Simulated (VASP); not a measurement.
# AlN (P6_3mc) in VASP: further runs

The runs below take AlN through relaxation of cell and atoms, single point, with PBEsol, PBE.

Everything below comes from runs of VASP 6.6.1. Logs are shortened: lines on timing, memory, paths and dates and some standing lists are left out, and cuts for length are marked.

## 1. The cell of the first run

Symmetry: P6_3mc, No. 186, hexagonal system. The conventional cell has a = 3.113 Å, b = 3.113 Å, c = 4.981 Å, α = 90.00°, β = 90.00°, γ = 120.00°. Al (site symmetry 3m) has 4 N at 1.89 Å within 2.5 Å. N (site symmetry 3m) has 4 Al at 1.89 Å within 2.5 Å.

## 2. Relaxation of cell and atoms, PBEsol, target pressure 5 GPa, at which the enthalpy is minimised

The input, INCAR:

```
SYSTEM = AlN
ALGO = Normal ; EDIFF = 1E-7
EDIFFG = -0.01 ; ENCUT = 600
GGA = PS ; IBRION = 2
ISIF = 3 ; ISMEAR = -1
LASPH = .True. ; LCHARG = .False.
LREAL = .False. ; LWAVE = .False.
NELM = 80 ; NSW = 60
PREC = Accurate ; PSTRESS = 50.0
SIGMA = 0.05
```

The input, KPOINTS:

```
k-points
0
Gamma
  10 10 6
  0 0 0
```

The input, POSCAR:

```
AlN
1.0
    3.1130000000      0.0000000000      0.0000000000
   -1.5565000000      2.6959370820      0.0000000000
    0.0000000000      0.0000000000      4.9810000000
Al N
2 2
Direct
    0.6666666667      0.3333333333      0.5000000000
    0.3333333333      0.6666666667      0.0000000000
    0.6666666667      0.3333333333      0.8800000000
    0.3333333333      0.6666666667      0.3800000000
```

Potentials or basis: VASP PAW PBE potentials, release 64 (Al, N).

Run with:

```sh
$ cat potpaw_PBE.64/Al/POTCAR potpaw_PBE.64/N/POTCAR > POTCAR
$ mpirun -np 1 vasp_std > vasp.out
```

OUTCAR:

```text
SYSTEM = AlN
   EDIFF = 1E-7
   EDIFFG = -0.01
   ENCUT = 600
   GGA = PS
   IBRION = 2
   ISIF = 3
   ISMEAR = -1
   LASPH = .True.
   LREAL = .False.
   NELM = 80
   NSW = 60
   PREC = Accurate
   PSTRESS = 50.0

 ion  position               nearest neighbor table
   1  0.667  0.333  0.500-   3 1.89   4 1.89   4 1.89   4 1.89   2 3.07   2 3.07   2 3.07   2 3.07
                             2 3.07   2 3.07
   2  0.333  0.667  0.000-   4 1.89   3 1.89   3 1.89   3 1.89   1 3.07   1 3.07   1 3.07   1 3.07
                             1 3.07   1 3.07
   3  0.667  0.333  0.880-   1 1.89   2 1.89   2 1.89   2 1.89
   4  0.333  0.667  0.380-   2 1.89   1 1.89   1 1.89   1 1.89

  LATTYP: Found a hexagonal cell.
 ALAT       =     3.1130000000
 C/A-ratio  =     1.6000642467

  Lattice vectors:

 A1 = (   3.1130000000,   0.0000000000,   0.0000000000)
 A2 = (  -1.5565000000,   2.6959370820,   0.0000000000)
 A3 = (   0.0000000000,   0.0000000000,   4.9810000000)

Analysis of symmetry for initial positions (statically):
=====================================================================
 Subroutine PRICEL returns:
 Original cell was already a primitive cell.

 Routine SETGRP: Setting up the symmetry group for a
 hexagonal supercell.

 Subroutine GETGRP returns: Found 12 space group operations
 (whereof  6 operations were pure point group operations)
 out of a pool of 24 trial point group operations.

The static configuration has the point symmetry C_3v.
 The point group associated with its full space group is C_6v.

Analysis of symmetry for dynamics (positions and initial velocities):
=====================================================================
 Subroutine PRICEL returns:
 Original cell was already a primitive cell.

 Routine SETGRP: Setting up the symmetry group for a
 hexagonal supercell.

 Subroutine GETGRP returns: Found 12 space group operations
 (whereof  6 operations were pure point group operations)
 out of a pool of 24 trial point group operations.

The dynamic configuration has the point symmetry C_3v.
 The point group associated with its full space group is C_6v.

 Subroutine INISYM returns: Found 12 space group operations
 (whereof  6 operations are pure point group operations),
 and found     1 'primitive' translations

----------------------------------------------------------------------------------------

                                     Primitive cell

  volume of cell :      41.8028

  direct lattice vectors                    reciprocal lattice vectors
     3.113000000  0.000000000  0.000000000     0.321233537  0.185464269  0.000000000
    -1.556500000  2.695937082  0.000000000     0.000000000  0.370928538  0.000000000
     0.000000000  0.000000000  4.981000000     0.000000000  0.000000000  0.200762899

  length of vectors
     3.113000000  3.113000000  4.981000000     0.370928538  0.370928538  0.200762899

  position of ions in fractional coordinates (direct lattice)
     0.666666667  0.333333333  0.500000000
     0.333333333  0.666666667  0.000000000
     0.666666667  0.333333333  0.880000000
     0.333333333  0.666666667  0.380000000

  ion indices of the primitive-cell ions
   primitive index   ion index
                 1           1
                 2           2
                 3           3
                 4           4

----------------------------------------------------------------------------------------

 KPOINTS: k-points

Automatic generation of k-mesh.
 Grid dimensions read from file:
 generate k-points for:   10   10    6

 Generating k-lattice:

  Cartesian coordinates                     Fractional coordinates (reciprocal lattice)
     0.032123354  0.018546427  0.000000000     0.100000000  0.000000000  0.000000000
     0.000000000  0.037092854  0.000000000     0.000000000  0.100000000  0.000000000
     0.000000000  0.000000000  0.033460483     0.000000000  0.000000000  0.166666667

  Length of vectors
     0.037092854  0.037092854  0.033460483

  Shift w.r.t. Gamma in fractional coordinates (k-lattice)
     0.000000000  0.000000000  0.000000000

 Subroutine IBZKPT returns following result:
 ===========================================

 Found     56 irreducible k-points:

 Following reciprocal coordinates:
            Coordinates               Weight
  0.000000  0.000000  0.000000      1.000000
  0.100000 -0.000000  0.000000      6.000000
  0.200000 -0.000000  0.000000      6.000000
  0.300000 -0.000000  0.000000      6.000000
  0.400000  0.000000  0.000000      6.000000
  0.500000 -0.000000  0.000000      3.000000
[... 16 lines left out ...]
  0.300000  0.100000  0.166667     24.000000
  0.400000  0.100000  0.166667     24.000000
 [... further k-points ...]
   k-points           NKPTS =     56   k-points in BZ     NKDIM =     56   number of bands    NBANDS=     12
   number of dos      NEDOS =    301   number of ions     NIONS =      4
   total plane-waves  NPLWV =  31360
   dimension x,y,z NGX =    28 NGY =   28 NGZ =   40
   dimension x,y,z NGXF=    56 NGYF=   56 NGZF=   80
   ions per type =               2   2
   NGX,Y,Z   is equivalent  to a cutoff of  14.95, 14.95, 13.35 a.u.
   NGXF,Y,Z  is equivalent  to a cutoff of  29.91, 29.91, 26.70 a.u.
 SYSTEM =  AlN
   PREC   = accura    normal or accurate (medium, high low for compatibility)
   ISTART =      0    job   : 0-new  1-cont  2-samecut
   ICHARG =      2    charge: 1-file 2-atom 10-const
   ISPIN  =      1    spin polarized calculation?
   LNONCOLLINEAR =      F non collinear calculations
   LSORBIT =      F    spin-orbit coupling
   LASPH  =      T    aspherical Exc in radial PAW
   ENCUT  =  600.0 eV  44.10 Ry    6.64 a.u.   6.22  6.22  9.95*2*pi/ulx,y,z
   NELM   =     80;   NELMIN=  2; NELMDL= -5     # of ELM steps
   EDIFF  = 0.1E-06   stopping-criterion for ELM
   LREAL  =      F    real-space projection
   EDIFFG = -.1E-01   stopping-criterion for IOM
   NSW    =     60    number of steps for IOM
   IBRION =      2    ionic relax: 0-MD 1-quasi-New 2-CG
   NFREE  =      1    steps in history (QN), initial steepest desc. (CG)
   ISIF   =      3    stress and relaxation
   ISYM   =      2    0-nonsym 1-usesym 2-fastsym
   POTIM  = 0.5000    time-step for ionic-motion
   TEBEG  =    0.0;   TEEND  =   0.0 temperature during run
   PSTRESS=   50.0 pullay stress
   NELECT =      16.0000    total number of electrons
   NUPDOWN=      -1.0000    fix difference up-down
   EMIN   =  10.00;   EMAX   =-10.00  energy-range for DOS
   EFERMI =   0.00;   METHOD = LEGACY
   ISMEAR =    -1;   SIGMA  =   0.05  broadening in eV -4-tet -1-fermi 0-gaus
   EFERMI_NEDOS =   21; number of points for ismear=-14 and -15
   IALGO  =     38    algorithm
   IMIX   =      4    mixing-type and parameters
     AMIX     =   0.40;   BMIX     =  1.00
     AMIX_MAG =   1.60;   BMIX_MAG =  1.00
  volume/ion in A,a.u.               =      10.45        70.52
  Fermi-wavevector in a.u.,A,eV,Ry     =   1.188629  2.246183 19.222843  1.412839
  Thomas-Fermi vector in A             =   2.324754
   LORBIT       =      0    0 simple, 1 ext, 2 COOP (PROOUT), +10 PAW based schemes
   GGA     = PS    functional components
   LHFCALC =     F    Hartree Fock is set to
   AEXX    =    0.0000 exact exchange contribution
   IVDW    =     0    specifies the selected vdW correction
   LEPSILON=     F    determine dielectric tensor
   LRPA    =     F    only Hartree local field effects (RPA)
 conjugate gradient relaxation of ions
 non-spin polarized calculation
  energy-cutoff  :      600.00
  volume of cell :       41.80
 maximum number of plane-waves:      1412
 NGX is ok and might be reduce to    28
   NGX = 13   NGY = 13   NGZ = 19

--------------------------------------- Ionic step        1  -------------------------------------------

 number of electron      16.0000000 magnetization

 Free energy of the ion-electron system (eV)
  ---------------------------------------------------
  ext. energy  EPLUGINS =         0.00000000
  ---------------------------------------------------
  free energy    TOTEN  =       -31.31434194 eV

  energy without entropy =      -31.31434194  energy(sigma->0) =      -31.31434194

------------------------ aborting loop because EDIFF is reached ----------------------------------------

  FORCE on cell =-STRESS in cart. coord.  units (eV):
  Direction    XX          YY          ZZ          XY          YZ          ZX
  --------------------------------------------------------------------------------------
  -------------------------------------------------------------------------------------
  Total       -0.1047891     -0.1047891      0.2860368      0.0000000      0.0000000     -0.0000000
  in kB       -4.0162561     -4.0162561     10.9629408      0.0000000      0.0000000     -0.0000000
  external PRESSURE =     -49.0231905 kB  Pullay stress =      50.0000000 kB
[... 305 lines left out ...]
  enthalpy is  TOTEN    =       -30.0263572726 eV   P V=        1.2751404664

--------------------------------------- Ionic step        9  -------------------------------------------

 number of electron      16.0000000 magnetization

 Free energy of the ion-electron system (eV)
  ---------------------------------------------------
  ext. energy  EPLUGINS =         0.00000000
  ---------------------------------------------------
  free energy    TOTEN  =       -31.30068937 eV

  energy without entropy =      -31.30068937  energy(sigma->0) =      -31.30068937

 E-fermi :   7.2618     XC(G=0): -11.2067

 val. band max:        6.3031991153   @ k =   0.0000   0.0000   0.0000
 cond. band min:      10.6171993179   @ k =   0.0000   0.0000   0.0000
 fundamental gap:      4.3140002026
 Fermi energy:         7.2617778320

 k-point     1 :       0.0000    0.0000    0.0000
  band No.  band energies     occupation
      1      -9.0236      2.00000
      2      -6.7584      2.00000
      3       0.1332      2.00000
      4       5.3876      2.00000
      5       5.3876      2.00000
      6       6.0527      2.00000
      7       6.0527      2.00000
      8       6.3032      2.00000
      9      10.6172      0.00000
     10      13.0317      0.00000
     11      16.9938      0.00000
     12      17.4638      0.00000
[... 331 lines left out ...]
 k-point    24 :       0.4000    0.1000    0.1667
  band No.  band energies     occupation
      1      -6.9451      2.00000
      2      -6.2441      2.00000
      3       0.7311      2.00000
      4       1.7885      2.00000
      5       3.1353      2.00000
      6       3.9288      2.00000
      7       4.8329      2.00000
      8       5.1737      2.00000
      9      11.7664      0.00000
     10      12.6844      0.00000
     11      15.2114      0.00000
     12      16.1148      0.00000

 [... further k-points ...]

------------------------ aborting loop because EDIFF is reached ----------------------------------------

  FORCE on cell =-STRESS in cart. coord.  units (eV):
  Direction    XX          YY          ZZ          XY          YZ          ZX
  --------------------------------------------------------------------------------------
  -------------------------------------------------------------------------------------
  Total        1.2741111      1.2741111      1.2733101      0.0000000      0.0000000      0.0000000
  in kB       49.9919081     49.9919081     49.9604806      0.0000000      0.0000000      0.0000000
  external PRESSURE =      -0.0185677 kB  Pullay stress =      50.0000000 kB
[... 19 lines left out ...]
  FREE ENERGIE OF THE ION-ELECTRON SYSTEM (eV)
  ---------------------------------------------------
  free  energy   TOTEN  =       -31.3006893651 eV

  energy  without entropy=      -31.3006893650  energy(sigma->0) =      -31.30068937

  enthalpy is  TOTEN    =       -30.0263720413 eV   P V=        1.2743173238

 reached required accuracy - stopping structural energy minimisation
```

Run time: 1.9 min. Hardware: 1 thread of AMD EPYC 7R13 (Zen 3), shared host; peak memory 0.16 GiB.

What came out:

| Quantity | Value |
| --- | --- |
| Free energy | -31.3007 eV |
| Relaxed volume | 10.21 Å³/atom |
| Relaxed cell | a = 3.090 Å, b = 3.090 Å, c = 4.937 Å, α = 90.00°, β = 90.00°, γ = 120.00° |
| Space group after relaxing (to 0.1 Å) | P6_3mc (No. 186) |
| Energy change on relaxing (the run minimises the enthalpy) | +3.4 meV/atom |
| Ionic steps | 9 |
| Pressure after relaxing | 5.0 GPa |
| Band gap on the k mesh | 4.31 eV |

Step by step:
```csv
step,energy change (eV),largest force (eV/Å),pressure (GPa),volume (Å³)
1,0.0000,0.1320,0.10,41.80
2,0.0603,0.0859,10.47,39.90
3,0.0137,0.0306,5.00,40.85
4,0.0143,0.0285,5.10,40.83
5,0.0142,0.0173,5.11,40.82
6,0.0143,0.0039,5.11,40.81
7,0.0143,0.0050,5.11,40.81
8,0.0128,0.0065,4.86,40.86
9,0.0137,0.0001,5.00,40.83
```

Final structure:
```cif
data_structure
_symmetry_space_group_name_H-M 'P 1'
_symmetry_Int_Tables_number 1
_cell_length_a 3.0904
_cell_length_b 3.0904
_cell_length_c 4.9370
_cell_angle_alpha 90.000
_cell_angle_beta 90.000
_cell_angle_gamma 120.000
_cell_volume 40.83
loop_
_atom_site_label
_atom_site_type_symbol
_atom_site_fract_x
_atom_site_fract_y
_atom_site_fract_z
_atom_site_occupancy
Al1 Al 0.66667 0.33333 0.49874 1
Al2 Al 0.33333 0.66667 0.99874 1
N1 N 0.66667 0.33333 0.88126 1
N2 N 0.33333 0.66667 0.38126 1
```

Levels at points of the mesh, in eV from the valence-band top:
```csv
k point,band 4,band 5,band 6,band 7,band 8,band 9,band 10,band 11,band 12
"(0.00, 0.00, 0.00)",-0.92,-0.92,-0.25,-0.25,0.00,4.31,6.73,10.69,11.16
"(0.50, 0.00, 0.00)",-4.27,-3.45,-2.17,-1.85,-0.73,5.73,5.73,8.26,10.32
"(0.00, 0.00, 0.50)",-3.40,-0.59,-0.59,-0.59,-0.59,6.56,6.56,10.39,10.39
"(0.50, 0.00, 0.50)",-5.77,-1.53,-1.53,-1.41,-1.41,5.25,5.25,9.25,9.25
```

Caveat: the cell is relaxed towards a set pressure, so the run minimises the enthalpy, not the energy; the PAW data sets were made with another functional, which shifts forces and pressure a little. A k mesh can miss the band edges.

## 3. Single point, PBE

This run uses another cell than the first one, of 9.41 Å³/atom.

The input, INCAR:

```
SYSTEM = AlN
  PREC = Accurate
  ENCUT = 520
  EDIFF = 1E-6
  ISMEAR = -1
  SIGMA = 0.05
  LREAL = .False.
  LASPH = .True.
  NELM = 100
  ALGO = Normal
  ISIF = 2
  LWAVE = .False.
  LCHARG = .False.
  GGA = PE
  NBANDS = 16
```

The input, KPOINTS:

```
Automatic mesh
0
Gamma
  10 10 6
  0 0 0
```

The input, POSCAR:

```
AlN
1.0
    3.0151829927      0.0000000000      0.0000000000
   -1.5075914963      2.6112250687      0.0000000000
    0.0000000000      0.0000000000      4.7799804331
Al N
2 2
Direct
    0.6666666667      0.3333333333      0.4975712988
    0.3333333333      0.6666666667     -0.0024287012
    0.6666666667      0.3333333333      0.8824287012
    0.3333333333      0.6666666667      0.3824287012
```

Potentials or basis: VASP PAW PBE potentials, release 64 (Al, N).

Run with:

```sh
$ cat potpaw_PBE.64/Al/POTCAR potpaw_PBE.64/N/POTCAR > POTCAR
$ mpirun -np 1 vasp_std > vasp.out
```

Run time: 37 s. Hardware: 1 thread of Intel Xeon 8259CL, shared host; peak memory 0.16 GiB.

The run converged. Its results:

```yaml
Free_energy: -29.3636 eV
Pressure: 30.0 GPa
Band_gap_on_the_k_mesh: 5.08 eV
```

Levels at points of the mesh, in eV from the valence-band top:
```
           k point  band 6  band 7  band 8  band 9  band 10  band 11
(0.00, 0.00, 0.00)   -0.36   -0.36    0.00    5.08     7.42    11.49
(0.50, 0.00, 0.00)   -2.38   -1.99   -0.82    6.03     6.05     9.01
(0.00, 0.00, 0.50)   -0.73   -0.73   -0.73    7.29     7.29    11.16
(0.50, 0.00, 0.50)   -1.69   -1.50   -1.50    5.62     5.62     9.81
```

Caveat: the cell stands under pressure.

## 4. Single point, PBE

This run uses another cell than the first one, of 9.75 Å³/atom.

The input, INCAR:

```
ALGO     = Normal         # electronic algorithm
EDIFF    = 1E-7           # SCF threshold, eV
ENCUT    = 520            # plane-wave cutoff, eV
GGA      = PE             # functional
ISIF     = 2              # what is computed and relaxed
ISMEAR   = -1             # smearing method
LASPH    = T              # aspherical terms in the spheres
LCHARG   = F              # write CHGCAR
LREAL    = F              # projectors in reciprocal space
LWAVE    = F              # write WAVECAR
NBANDS   = 16             # bands
NELM     = 60             # most SCF steps
PREC     = Accurate       # precision mode
SIGMA    = 0.05           # smearing width, eV
```

The input, KPOINTS:

```
k-points
0
Gamma
  10 10 6
```

The input, POSCAR:

```
AlN
1.0
    3.0465583717      0.0000000000      0.0000000000
   -1.5232791859      2.6383969440      0.0000000000
    0.0000000000      0.0000000000      4.8508316991
Al N
2 2
Direct
    0.6666666667      0.3333333333      0.4982343670
    0.3333333333      0.6666666667     -0.0017656330
    0.6666666667      0.3333333333      0.8817656330
    0.3333333333      0.6666666667      0.3817656330
```

Run with:

```sh
$ cat potpaw_PBE.64/Al/POTCAR potpaw_PBE.64/N/POTCAR > POTCAR
$ mpirun -np 1 vasp_std > vasp.out
```

It took 46 s on 1 thread of Intel Xeon 8259CL, shared host; peak memory 0.17 GiB.

It converged, with:

* Free energy: -29.5743 eV
* Pressure: 19.9 GPa
* Band gap on the k mesh: 4.78 eV

Levels at points of the mesh, in eV from the valence-band top:
| k point | band 4 | band 5 | band 6 | band 7 | band 8 | band 9 | band 10 | band 11 | band 12 | band 13 |
| --- | --- | --- | --- | --- | --- | --- | --- | --- | --- | --- |
| (0.00, 0.00, 0.00) | -0.98 | -0.98 | -0.30 | -0.30 | 0.00 | 4.78 | 7.17 | 11.18 | 11.55 | 11.55 |
| (0.50, 0.00, 0.00) | -4.36 | -3.55 | -2.27 | -1.91 | -0.77 | 5.96 | 5.98 | 8.73 | 10.74 | 11.25 |
| (0.00, 0.00, 0.50) | -3.46 | -0.65 | -0.65 | -0.65 | -0.65 | 7.01 | 7.01 | 10.88 | 10.88 | 11.87 |
| (0.50, 0.00, 0.50) | -5.93 | -1.60 | -1.60 | -1.45 | -1.45 | 5.52 | 5.52 | 9.63 | 9.63 | 12.61 |

Caveat: the cell stands under pressure. A k mesh can miss the band edges.

(Part 1 of 2 ends here.)
